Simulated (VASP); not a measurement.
# CdS (Fm-3m) in VASP: notebook

Runs on CdS. Level: LDA. Tasks: elastic constants.

Program: VASP 6.6.1. These are calculated values, not measurements. Logs are shortened: lines on timing, memory, paths and dates and some standing lists are left out, and cuts for length are marked.

**1. The cell of the first run**

The structure is cubic, space group Fm-3m (No. 225). The conventional cell has a = 5.270 Å, b = 5.270 Å, c = 5.270 Å, α = 90.00°, β = 90.00°, γ = 90.00°. Within 3.5 Å of Cd (site symmetry m-3m) lie 6 S at 2.63 Å. Within 3.5 Å of S (site symmetry m-3m) lie 6 Cd at 2.63 Å.

**2. Elastic constants, LDA**

The input, INCAR:

```
ALGO = Normal
EDIFF = 1E-8
ENCUT = 600
GGA = CA
IBRION = 6
ISIF = 3
ISMEAR = -1
LASPH = T
LCHARG = F
LREAL = F
LWAVE = F
NELM = 100
NFREE = 2
NSW = 1
POTIM = 0.015
PREC = Accurate
SIGMA = 0.08
```

The input, KPOINTS:

```
k-points
0
Gamma
  16 16 16
```

The input, POSCAR:

```
CdS
1.0
    0.0000000000      2.6349261399      2.6349261399
    2.6349261399      0.0000000000      2.6349261399
    2.6349261399      2.6349261399      0.0000000000
Cd S
1 1
Direct
    0.0000000000      0.0000000000      0.0000000000
    0.5000000000      0.5000000000      0.5000000000
```

Potentials or basis: VASP PAW LDA potentials, release 64 (Cd, S).

Launch:

```bash
$ cat potpaw_LDA.64/Cd/POTCAR potpaw_LDA.64/S/POTCAR > POTCAR
$ mpirun -np 1 vasp_std > vasp.out
```

OUTCAR:

```text
EDIFF = 1E-8
   ENCUT = 600
   GGA = CA
   IBRION = 6
   ISIF = 3
   ISMEAR = -1
   LASPH = T
   LREAL = F
   NELM = 100
   NFREE = 2
   NSW = 1
   POTIM = 0.015
   PREC = Accurate

 ion  position               nearest neighbor table
   1  0.000  0.000  0.000-   2 2.63   2 2.63   2 2.63   2 2.63   2 2.63   2 2.63
   2  0.500  0.500  0.500-   1 2.63   1 2.63   1 2.63   1 2.63   1 2.63   1 2.63

  LATTYP: Found a face centered cubic cell.
 ALAT       =     5.2698522798

  Lattice vectors:

 A1 = (   0.0000000000,   2.6349261399,   2.6349261399)
 A2 = (   2.6349261399,   0.0000000000,   2.6349261399)
 A3 = (   2.6349261399,   2.6349261399,   0.0000000000)

Analysis of symmetry for initial positions (statically):
=====================================================================
 Subroutine PRICEL returns:
 Original cell was already a primitive cell.

 Routine SETGRP: Setting up the symmetry group for a
 face centered cubic supercell.

 Subroutine GETGRP returns: Found 48 space group operations
 (whereof 48 operations were pure point group operations)
 out of a pool of 48 trial point group operations.

The static configuration has the point symmetry O_h .

Analysis of symmetry for dynamics (positions and initial velocities):
=====================================================================
 Subroutine PRICEL returns:
 Original cell was already a primitive cell.

 Routine SETGRP: Setting up the symmetry group for a
 face centered cubic supercell.

 Subroutine GETGRP returns: Found 48 space group operations
 (whereof 48 operations were pure point group operations)
 out of a pool of 48 trial point group operations.

The dynamic configuration has the point symmetry O_h .

 Subroutine INISYM returns: Found 48 space group operations
 (whereof 48 operations are pure point group operations),
 and found     1 'primitive' translations

----------------------------------------------------------------------------------------

                                     Primitive cell

  volume of cell :      36.5877

  direct lattice vectors                    reciprocal lattice vectors
     0.000000000  2.634926140  2.634926140    -0.189758640  0.189758640  0.189758640
     2.634926140  0.000000000  2.634926140     0.189758640 -0.189758640  0.189758640
     2.634926140  2.634926140  0.000000000     0.189758640  0.189758640 -0.189758640

  length of vectors
     3.726348283  3.726348283  3.726348283     0.328671605  0.328671605  0.328671605

  position of ions in fractional coordinates (direct lattice)
     0.000000000  0.000000000  0.000000000
     0.500000000  0.500000000  0.500000000

  ion indices of the primitive-cell ions
   primitive index   ion index
                 1           1
                 2           2

----------------------------------------------------------------------------------------

 KPOINTS: k-points

Automatic generation of k-mesh.
 Grid dimensions read from file:
 generate k-points for:   16   16   16

 Generating k-lattice:
[... 112 lines left out ...]

------------------------ aborting loop because EDIFF is reached ----------------------------------------

  FORCE on cell =-STRESS in cart. coord.  units (eV):
  Direction    XX          YY          ZZ          XY          YZ          ZX
  --------------------------------------------------------------------------------------
  -------------------------------------------------------------------------------------
  Total        1.1078204      1.1078204      1.1078204     -0.0000000     -0.0000000      0.0000000
  in kB       48.5114890     48.5114890     48.5114890     -0.0000000     -0.0000000      0.0000000
  external PRESSURE =      48.5114890 kB  Pullay stress =       0.0000000 kB
[... 89 lines left out ...]
  FREE ENERGIE OF THE ION-ELECTRON SYSTEM (eV)
  ---------------------------------------------------
  free  energy   TOTEN  =        -7.2191877217 eV

  energy  without entropy=       -7.2158269077  energy(sigma->0) =       -7.21750731

[... ionic steps 4 to 14 ...]

--------------------------------------- Ionic step       15  -------------------------------------------

 number of electron      18.0000001 magnetization

------------------------ aborting loop because EDIFF is reached ----------------------------------------
[... 67 lines left out ...]
--------------------------------------- Ionic step       17  -------------------------------------------

 number of electron      18.0000004 magnetization

 Free energy of the ion-electron system (eV)
  ---------------------------------------------------
  ext. energy  EPLUGINS =         0.00000000
  ---------------------------------------------------
  free energy    TOTEN  =        -7.24097631 eV

  energy without entropy =       -7.23762539  energy(sigma->0) =       -7.23930085

 E-fermi :   4.1664     XC(G=0): -11.3061

 val. band max:        4.1493362467   @ k =   0.0000   0.4375   0.4375
 cond. band min:       4.2293291787   @ k =   0.5000   0.4375   0.0000
 fundamental gap:      0.0799929320
 Fermi energy:         4.1663987759

 k-point     1 :       0.0000    0.0000    0.0000
  band No.  band energies     occupation
      1      -9.7008      2.00000
      2      -4.0092      2.00000
      3      -4.0084      2.00000
      4      -4.0033      2.00000
      5      -4.0033      2.00000
      6      -4.0030      2.00000
      7       2.9441      2.00000
      8       2.9441      2.00000
      9       2.9442      2.00000
     10       5.2039      0.00000
     11      13.1493      0.00000
     12      13.1493      0.00000
     13      13.1498      0.00000
[... 354 lines left out ...]
  band No.  band energies     occupation
      1      -9.5894      2.00000
      2      -4.0668      2.00000
      3      -4.0413      2.00000
      4      -4.0189      2.00000
      5      -3.9861      2.00000
      6      -3.9662      2.00000
      7       2.1421      2.00000
      8       2.8383      2.00000
      9       3.1284      2.00000
     10       6.0859      0.00000
     11      12.2389      0.00000
     12      12.7605      0.00000
     13      13.2443      0.00000

 [... further k-points ...]

------------------------ aborting loop because EDIFF is reached ----------------------------------------

  FORCE on cell =-STRESS in cart. coord.  units (eV):
  Direction    XX          YY          ZZ          XY          YZ          ZX
  --------------------------------------------------------------------------------------
  -------------------------------------------------------------------------------------
  Total        1.1155700      1.1074642      1.1074642      0.0000000      0.0000000      0.0000000
  in kB       48.8508430     48.4958897     48.4958897      0.0000000      0.0000000      0.0000000
  external PRESSURE =      48.6142075 kB  Pullay stress =       0.0000000 kB
[... 17 lines left out ...]
  FREE ENERGIE OF THE ION-ELECTRON SYSTEM (eV)
  ---------------------------------------------------
  free  energy   TOTEN  =        -7.2409763065 eV

  energy  without entropy=       -7.2376253898  energy(sigma->0) =       -7.23930085

 INTERNAL STRAIN TENSORS FROM STRAINED CELLS
 ============================================

 INTERNAL STRAIN TENSOR FOR ION    1 for displacements in x,y,z  (eV/Angst):
          X           Y           Z          XY          YZ          ZX
  --------------------------------------------------------------------------------
  x     0.00000     0.00000    -0.00000     0.00000     0.00000     0.00000
  y    -0.00000    -0.00000     0.00000     0.00000    -0.00000    -0.00000
  z    -0.00000    -0.00000     0.00000    -0.00000     0.00000    -0.00000

 INTERNAL STRAIN TENSORS FROM DISPLACED ATOMS
 ============================================

 INTERNAL STRAIN TENSOR FOR ION    1 for displacements in x,y,z  (eV/Angst):
          X           Y           Z          XY          YZ          ZX
  --------------------------------------------------------------------------------
  x     0.00000     0.00000     0.00000     0.00000     0.00000     0.00000
  y     0.00000     0.00000     0.00000     0.00000     0.00000     0.00000
  z     0.00000     0.00000     0.00000     0.00000     0.00000     0.00000

 INTERNAL STRAIN TENSOR FOR ION    2 for displacements in x,y,z  (eV/Angst):
          X           Y           Z          XY          YZ          ZX
  --------------------------------------------------------------------------------
  x     0.00000     0.00000     0.00000     0.00000     0.00000     0.00000
  y     0.00000     0.00000     0.00000     0.00000     0.00000     0.00000
  z     0.00000     0.00000     0.00000     0.00000     0.00000     0.00000

 Eigenvectors and eigenvalues of the dynamical matrix
 ----------------------------------------------------

   1 f  =    5.468206 THz    34.357752 2PiTHz  182.399720 cm-1    22.614673 meV
             X         Y         Z           dx          dy          dz
      0.000000  0.000000  0.000000     0.000000    0.472049    0.000000
      2.634926  2.634926  2.634926     0.000000   -0.881573    0.000000
[... 21 lines left out ...]
   6 f/i=    0.005815 THz     0.036539 2PiTHz    0.193981 cm-1     0.024051 meV
             X         Y         Z           dx          dy          dz
      0.000000  0.000000  0.000000     0.000000   -0.881573    0.000000
      2.634926  2.634926  2.634926     0.000000   -0.472049    0.000000

--------------------------------------------------------------------------------------------------------

 ELASTIC MODULI CONTR FROM IONIC RELAXATION (kBar)
 Direction    XX          YY          ZZ          XY          YZ          ZX
 --------------------------------------------------------------------------------
 XX           0.0000      0.0000      0.0000      0.0000      0.0000      0.0000
 YY           0.0000      0.0000      0.0000      0.0000      0.0000      0.0000
 ZZ           0.0000      0.0000      0.0000      0.0000      0.0000      0.0000
 XY           0.0000      0.0000      0.0000      0.0000      0.0000      0.0000
 YZ           0.0000      0.0000      0.0000      0.0000      0.0000      0.0000
 ZX           0.0000      0.0000      0.0000      0.0000      0.0000      0.0000
 --------------------------------------------------------------------------------

 TOTAL ELASTIC MODULI (kBar)
 Direction    XX          YY          ZZ          XY          YZ          ZX
 --------------------------------------------------------------------------------
 XX        1979.3110    662.8367    662.8367      0.0000     -0.0000      0.0000
 YY         662.8367   1979.3110    662.8367     -0.0000      0.0000      0.0000
 ZZ         662.8367    662.8367   1979.3110     -0.0000      0.0000      0.0000
 XY           0.0000     -0.0000     -0.0000    357.1852      0.0000      0.0000
 YZ          -0.0000      0.0000      0.0000      0.0000    357.1852      0.0000
 ZX           0.0000      0.0000      0.0000      0.0000      0.0000    357.1852
 --------------------------------------------------------------------------------
```

Run time: 43 min. Hardware: 1 thread of Oxide Virtual Turin-like, shared host; peak memory 1 GiB.

Results:

* Elastic constants C11, C12, C44: 198, 66, 36 GPa
* Voigt bulk modulus: 110 GPa
* Highest phonon frequency at Γ, LO-TO splitting left out: 182 cm⁻¹

Phonon frequencies in cm⁻¹ (negative: imaginary):
```csv
q point,frequencies
"(0.000, 0.000, 0.000)",0 0 0 182 182 182
```

Elastic tensor in Voigt notation (GPa, in the Cartesian axes of the cell as first typed):
```
198  66  66   0   0   0
 66 198  66   0   0   0
 66  66 198   0   0   0
  0   0   0  36   0   0
  0   0   0   0  36   0
  0   0   0   0   0  36
```

Clamped-ion elastic tensor (GPa):
```
198  66  66   0   0   0
 66 198  66   0   0   0
 66  66 198   0   0   0
  0   0   0  36   0   0
  0   0   0   0  36   0
  0   0   0   0   0  36
```

Caveat: the cell is under stress, which shifts elastic constants.

**3. Elastic constants, LDA**

This run uses another cell than the first one, of 19.03 Å³/atom.

The input, INCAR:

```
SYSTEM = CdS
PREC = Accurate ; ENCUT = 600
EDIFF = 1E-8 ; ISMEAR = -1
SIGMA = 0.08 ; LREAL = .False.
LASPH = .True. ; NELM = 100
ALGO = Normal ; ISIF = 3
LWAVE = .False. ; LCHARG = .False.
IBRION = 6 ; NFREE = 2
POTIM = 0.015 ; NSW = 1
```

The input, KPOINTS:

```
Automatic mesh
0
Gamma
  16 16 16
  0 0 0
```

The input, POSCAR:

```
CdS
1.0
    0.0000000000      2.6697583852      2.6697583852
    2.6697583852      0.0000000000      2.6697583852
    2.6697583852      2.6697583852      0.0000000000
Cd S
1 1
Direct
    0.0000000000      0.0000000000      0.0000000000
    0.5000000000      0.5000000000      0.5000000000
```

Potentials or basis: VASP PAW LDA potentials, release 64 (Cd, S).

Launch:

```bash
$ cat potpaw_LDA.64/Cd/POTCAR potpaw_LDA.64/S/POTCAR > POTCAR
$ mpirun -np 1 vasp_std > vasp.out
```

It took 59 min on 1 thread of Oxide Virtual Turin-like, shared host; peak memory 1.1 GiB.

The run converged. Its results:

```
Elastic constants C11, C12, C44                         : 165, 60, 36 GPa
Voigt bulk modulus                                      : 95 GPa
Highest phonon frequency at Γ, LO-TO splitting left out : 158 cm⁻¹
```

Phonon frequencies in cm⁻¹ (negative: imaginary):
| q point | frequencies |
| --- | --- |
| (0.000, 0.000, 0.000) | 0 0 0 158 158 158 |

Elastic tensor in Voigt notation (GPa, in the Cartesian axes of the cell as first typed):
```
165  60  60   0   0   0
 60 165  60   0   0   0
 60  60 165   0   0   0
  0   0   0  36   0   0
  0   0   0   0  36   0
  0   0   0   0   0  36
```

Clamped-ion elastic tensor (GPa):
```
165  60  60   0   0   0
 60 165  60   0   0   0
 60  60 165   0   0   0
  0   0   0  36   0   0
  0   0   0   0  36   0
  0   0   0   0   0  36
```
